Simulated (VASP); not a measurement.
A run of VASP 6.6.1 is set up as follows.

File INCAR:

```
  PREC = Accurate
  ENCUT = 520
  EDIFF = 1E-6
  ISMEAR = -1
  SIGMA = 0.05
  LREAL = F
  LASPH = T
  NELM = 150
  ALGO = Normal
  ISIF = 2
  LWAVE = F
  LCHARG = T
  ISPIN = 2
  MAGMOM = 4 0
  LORBIT = 11
  LMAXMIX = 4
  GGA = B5
  ALDAX = 1.0
  AGGAX = 1.0
  AGGAC = 1.0
  ALDAC = 0.0
  IVDW = 13
  VDW_S6 = 1.0
  VDW_S8 = 2.34076671
  VDW_A1 = 0.44488865
  VDW_A2 = 4.0933009
  LELF = T
  LVHAR = T
  NBANDS = 20
```

KPOINTS

```
Automatic mesh
0
Gamma
  9 9 9
```

POSCAR

```
MnS
1.0
    0.0000000000      2.4853873658      2.4853873658
    2.4853873658      0.0000000000      2.4853873658
    2.4853873658      2.4853873658      0.0000000000
Mn S
1 1
Direct
    0.0000000000      0.0000000000      0.0000000000
    0.5000000000      0.5000000000      0.5000000000
```

Potentials or basis: VASP PAW PBE potentials, release 64 (Mn_pv, S).

Launch:

```sh
$ cat potpaw_PBE.64/Mn_pv/POTCAR potpaw_PBE.64/S/POTCAR > POTCAR
$ mpirun -np 1 vasp_std > vasp.out
```

Question: What does it give for the pressure?

Answer: 0.0 GPa.

Question: Estimate the site moments.

Answer: Mn +3.72; S +0.07 μB.

Caveat: the PAW data sets were made with another functional, which shifts forces and pressure a little; a cell with one magnetic atom can't hold antiferromagnetic order, which such compounds often take; pairwise dispersion overbinds metals, which lowers pressure and volume.
